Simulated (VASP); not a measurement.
# Al (I4mm) in VASP: single point with PBE+D3(BJ)

Aim: the single point of Al with PBE+D3(BJ).

Everything below comes from runs of VASP 6.6.1. Logs are shortened: lines on timing, memory, paths and dates and some standing lists are left out, and cuts for length are marked.

## 1. The cell of the first run

It takes space group I4mm (No. 107, tetragonal). The conventional cell has a = 5.632 Å, b = 5.632 Å, c = 7.965 Å, α = 90.00°, β = 90.00°, γ = 90.00°. Within 3.5 Å of Al (site symmetry 4mm) lie 12 Al at 2.66 to 2.98 Å. Al (site symmetry m) has 12 Al at 2.66 to 2.98 Å within 3.5 Å. Within 3.7 Å of Al (site symmetry 2mm) lie 12 Al at 2.82 to 2.83 Å. Al (site symmetry 4mm) has 13 Al at 2.82 to 3.76 Å within 3.8 Å.

## 2. Single point, PBE+D3(BJ) (atom 1 (Al) moved +0.225 Å towards its neighbour atom 8 (Al) at 3.983 Å)

Contents of INCAR:

```
PREC     = Accurate       # precision mode
ENCUT    = 520            # plane-wave cutoff, eV
EDIFF    = 1E-7           # SCF threshold, eV
ISMEAR   = 0              # smearing method
SIGMA    = 0.15           # smearing width, eV
LREAL    = F              # projectors in reciprocal space
LASPH    = T              # aspherical terms in the spheres
NELM     = 100            # most SCF steps
ALGO     = Fast           # electronic algorithm
ISIF     = 2              # what is computed and relaxed
LWAVE    = F              # write WAVECAR
LCHARG   = T              # write CHGCAR
GGA      = PE             # functional
IVDW     = 12             # dispersion correction
LELF     = T              # ELF
LVHAR    = T            
NBANDS   = 22             # bands
```

Contents of KPOINTS:

```
Automatic mesh
0
Gamma
  14 14 14
```

Contents of POSCAR:

```
Al
1.0
   -3.9827256583      3.9827256583      0.0000000000
   -3.9827256583      0.0000000000      3.9827256583
    0.0000000000      3.9827256583      3.9827256583
Al
8
Direct
   -0.0282469870     -0.0282469870      0.0282469870
    0.5000000000      0.0000000000      0.0000000000
    0.0000000000      0.5000000000      0.0000000000
    0.0000000000      0.0000000000      0.5000000000
    0.5000000000      0.5000000000      0.0000000000
    0.5000000000      0.0000000000      0.5000000000
    0.0000000000      0.5000000000      0.5000000000
    0.5000000000      0.5000000000      0.5000000000
```

Potentials or basis: VASP PAW PBE potentials, release 64 (Al).

Run with:

```sh
> cat potpaw_PBE.64/Al/POTCAR > POTCAR
> mpirun -np 1 vasp_std > vasp.out
```

OUTCAR:

```text
PREC = Accurate
   ENCUT = 520
   EDIFF = 1E-7
   ISMEAR = 0
   LREAL = F
   LASPH = T
   NELM = 100
   ISIF = 2
   GGA = PE
   IVDW = 12
 IVDW          = 12

 ion  position               nearest neighbor table
   1  0.972  0.972  0.028-   2 2.66   3 2.66   6 2.66   7 2.66   5 2.83   5 2.83   4 2.83   4 2.83
                             2 2.98   7 2.98   6 2.98   3 2.98
   2  0.500  0.000  0.000-   1 2.66   5 2.82   6 2.82   4 2.82   6 2.82   8 2.82   3 2.82   5 2.82
                             8 2.82   3 2.82   4 2.82   1 2.98
   3  0.000  0.500  0.000-   1 2.66   5 2.82   7 2.82   4 2.82   7 2.82   8 2.82   2 2.82   4 2.82
                             2 2.82   5 2.82   8 2.82   1 2.98
   4  0.000  0.000  0.500-   6 2.82   7 2.82   2 2.82   3 2.82   3 2.82   7 2.82   8 2.82   2 2.82
                             6 2.82   8 2.82   1 2.83   1 2.83
   5  0.500  0.500  0.000-   2 2.82   3 2.82   8 2.82   6 2.82   7 2.82   8 2.82   2 2.82   6 2.82
                             3 2.82   7 2.82   1 2.83   1 2.83
   6  0.500  0.000  0.500-   1 2.66   2 2.82   4 2.82   8 2.82   2 2.82   5 2.82   5 2.82   7 2.82
                             8 2.82   4 2.82   7 2.82   1 2.98
   7  0.000  0.500  0.500-   1 2.66   3 2.82   4 2.82   8 2.82   3 2.82   5 2.82   4 2.82   6 2.82
                             5 2.82   6 2.82   8 2.82   1 2.98
   8  0.500  0.500  0.500-   5 2.82   6 2.82   7 2.82   2 2.82   3 2.82   5 2.82   2 2.82   4 2.82
                             6 2.82   3 2.82   4 2.82   7 2.82

  LATTYP: Found a face centered cubic cell.
 ALAT       =     7.9654513166

  Lattice vectors:

 A1 = (  -3.9827256583,   3.9827256583,   0.0000000000)
 A2 = (  -3.9827256583,   0.0000000000,   3.9827256583)
 A3 = (   0.0000000000,   3.9827256583,   3.9827256583)

Analysis of symmetry for initial positions (statically):
=====================================================================
 Subroutine PRICEL returns:
 Original cell was already a primitive cell.

 Routine SETGRP: Setting up the symmetry group for a
 face centered cubic supercell.

 Subroutine GETGRP returns: Found  8 space group operations
 (whereof  8 operations were pure point group operations)
 out of a pool of 48 trial point group operations.

The static configuration has the point symmetry C_4v.

Analysis of symmetry for dynamics (positions and initial velocities):
=====================================================================
 Subroutine PRICEL returns:
 Original cell was already a primitive cell.

 Routine SETGRP: Setting up the symmetry group for a
 face centered cubic supercell.

 Subroutine GETGRP returns: Found  8 space group operations
 (whereof  8 operations were pure point group operations)
[... 126 lines left out ...]
   NUPDOWN=      -1.0000    fix difference up-down
   EMIN   =  10.00;   EMAX   =-10.00  energy-range for DOS
   EFERMI =   0.00;   METHOD = LEGACY
   ISMEAR =     0;   SIGMA  =   0.15  broadening in eV -4-tet -1-fermi 0-gaus
   EFERMI_NEDOS =   21; number of points for ismear=-14 and -15
   IALGO  =     68    algorithm
   IMIX   =      4    mixing-type and parameters
     AMIX     =   0.40;   BMIX     =  1.00
     AMIX_MAG =   1.60;   BMIX_MAG =  1.00
  volume/ion in A,a.u.               =      15.79       106.58
  Fermi-wavevector in a.u.,A,eV,Ry     =   0.941069  1.778363 12.049470  0.885611
  Thomas-Fermi vector in A             =   2.068543
   LORBIT       =      0    0 simple, 1 ext, 2 COOP (PROOUT), +10 PAW based schemes
   GGA     = PE    functional components
   LHFCALC =     F    Hartree Fock is set to
   AEXX    =    0.0000 exact exchange contribution
   IVDW    =    12    specifies the selected vdW correction
   LEPSILON=     F    determine dielectric tensor
   LRPA    =     F    only Hartree local field effects (RPA)
 non-spin polarized calculation
 RMM-DIIS sequential band-by-band and
 Gauss-broadening in eV      SIGMA  =   0.15
  energy-cutoff  :      520.00
  volume of cell :      126.35
 maximum number of plane-waves:      3479
 NGX is ok and might be reduce to    42
   NGX = 21   NGY = 21   NGZ = 21

 number of electron      24.0000000 magnetization

 Free energy of the ion-electron system (eV)
  ---------------------------------------------------
  ext. energy  EPLUGINS =         0.00000000
  ---------------------------------------------------
  free energy    TOTEN  =       -29.78430105 eV

  energy without entropy =      -29.74627695  energy(sigma->0) =      -29.76528900

 E-fermi :   8.4628     XC(G=0): -10.3528

 val. band max:        8.4529836298   @ k =   0.5000   0.2143  -0.2857
 cond. band min:       8.4632501409   @ k =   0.5000   0.3571   0.0714
 fundamental gap:      0.0102665111
 Fermi energy:         8.4627679440

 k-point     1 :       0.0000    0.0000    0.0000
  band No.  band energies     occupation
      1      -2.9898      2.00000
      2       3.5328      2.00000
      3       3.6403      2.00000
      4       3.6403      2.00000
      5       3.6741      2.00000
      6       4.0366      2.00000
[... 589 lines left out ...]
     21      12.9709      0.00000
     22      13.7860      0.00000

 [... further k-points ...]

------------------------ aborting loop because EDIFF is reached ----------------------------------------

 Edisp (eV)   -2.81592

 E8    (eV) :    -1.2601

  FORCE on cell =-STRESS in cart. coord.  units (eV):
  Direction    XX          YY          ZZ          XY          YZ          ZX
  --------------------------------------------------------------------------------------
  -------------------------------------------------------------------------------------
  Total       0.47365     0.37156     0.37156     0.00000     0.00000     0.00000
  in kB       6.00618     4.71159     4.71159     0.00000     0.00000     0.00000
  external pressure =        5.14 kB  Pullay stress =        0.00 kB

 VOLUME and BASIS-vectors are now :
 -----------------------------------------------------------------------------
  energy-cutoff  :      520.00
  volume of cell :      126.35
      direct lattice vectors                 reciprocal lattice vectors
    -3.982725658  3.982725658  0.000000000    -0.125542165  0.125542165 -0.125542165
    -3.982725658  0.000000000  3.982725658    -0.125542165 -0.125542165  0.125542165
     0.000000000  3.982725658  3.982725658     0.125542165  0.125542165  0.125542165

 POSITION                                       TOTAL-FORCE (eV/Angst)
 -----------------------------------------------------------------------------------
     -7.74045      3.98273      3.98273        -1.229270      0.000000      0.000000
     -1.99136      1.99136      0.00000         0.333091     -0.382670      0.000000
     -1.99136      0.00000      1.99136         0.333091      0.000000     -0.382670
      0.00000      1.99136      1.99136        -0.070937      0.000000      0.000000
     -3.98273      1.99136      1.99136        -0.070937      0.000000      0.000000
     -1.99136      3.98273      1.99136         0.333091      0.000000      0.382670
     -1.99136      1.99136      3.98273         0.333091      0.382670      0.000000
     -3.98273      3.98273      3.98273         0.038780      0.000000      0.000000
 -----------------------------------------------------------------------------------
    total drift:                               -0.000003      0.000000      0.000000

  FREE ENERGIE OF THE ION-ELECTRON SYSTEM (eV)
  ---------------------------------------------------
  free  energy   TOTEN  =       -32.6002201339 eV

  energy  without entropy=      -32.5621960318  energy(sigma->0) =      -32.58120808
```

OSZICAR:

```text
N       E                     dE             d eps       ncg     rms          rms(c)
DAV:   1     0.233680829851E+02    0.23368E+02   -0.84491E+03 10736   0.862E+02
DAV:   2    -0.279843775528E+02   -0.51352E+02   -0.48974E+02 13174   0.118E+02
DAV:   3    -0.299845107353E+02   -0.20001E+01   -0.19680E+01 13970   0.190E+01
DAV:   4    -0.300029761205E+02   -0.18465E-01   -0.18452E-01 12730   0.215E+00
DAV:   5    -0.300031686468E+02   -0.19253E-03   -0.19252E-03 13398   0.247E-01    0.397E+00
RMM:   6    -0.298653869509E+02    0.13778E+00   -0.44800E-02 10771   0.734E-01    0.231E+00
RMM:   7    -0.297878074016E+02    0.77580E-01   -0.42654E-02 11604   0.852E-01    0.297E-01
RMM:   8    -0.297843517590E+02    0.34556E-02   -0.35684E-03 11705   0.307E-01    0.174E-01
RMM:   9    -0.297842943507E+02    0.57408E-04   -0.48372E-04 12482   0.125E-01    0.544E-02
RMM:  10    -0.297843025080E+02   -0.81573E-05   -0.94220E-05 12601   0.626E-02    0.123E-02
RMM:  11    -0.297843031384E+02   -0.63040E-06   -0.24927E-05 12811   0.277E-02    0.102E-02
RMM:  12    -0.297843012449E+02    0.18935E-05   -0.63757E-06 12448   0.163E-02    0.166E-02
RMM:  13    -0.297843009515E+02    0.29344E-06   -0.18088E-06 12577   0.743E-03    0.124E-02
RMM:  14    -0.297843010819E+02   -0.13047E-06   -0.48813E-07 10992   0.434E-03    0.167E-02
RMM:  15    -0.297843010471E+02    0.34848E-07   -0.10578E-07  7065   0.197E-03
   1 F= -.32600220E+02 E0= -.32581208E+02  d E =-.380241E-01
```

Run time: 22 min. Hardware: 1 thread of Intel Xeon 8259CL, shared host; peak memory 0.6 GiB.

What came out:

```yaml
Free_energy: -32.6002 eV
Pressure: 0.5 GPa
Largest_force: 1.229 eV/Å
Band_gap_on_the_k_mesh: zero (bands 12 and 13 overlap by 2.82 eV)
Dispersion_energy_per_atom: -0.352 eV
```

Forces in eV/Å, atoms in the order of the input:
```
Al  -1.229  0.000  0.000
Al   0.333 -0.383  0.000
Al   0.333  0.000 -0.383
Al  -0.071  0.000  0.000
Al  -0.071  0.000  0.000
Al   0.333  0.000  0.383
Al   0.333  0.383  0.000
Al   0.039  0.000  0.000
```

Stress tensor (GPa, compression positive):
```
0.60 0.00 0.00
0.00 0.47 0.00
0.00 0.00 0.47
```

Caveat: the cell differs from its parent crystal (atom 1 (Al) moved +0.225 Å towards its neighbour atom 8 (Al) at 3.983 Å); forces of over 1 eV/Å act on the atoms, so gaps and moduli don't describe the material at rest.
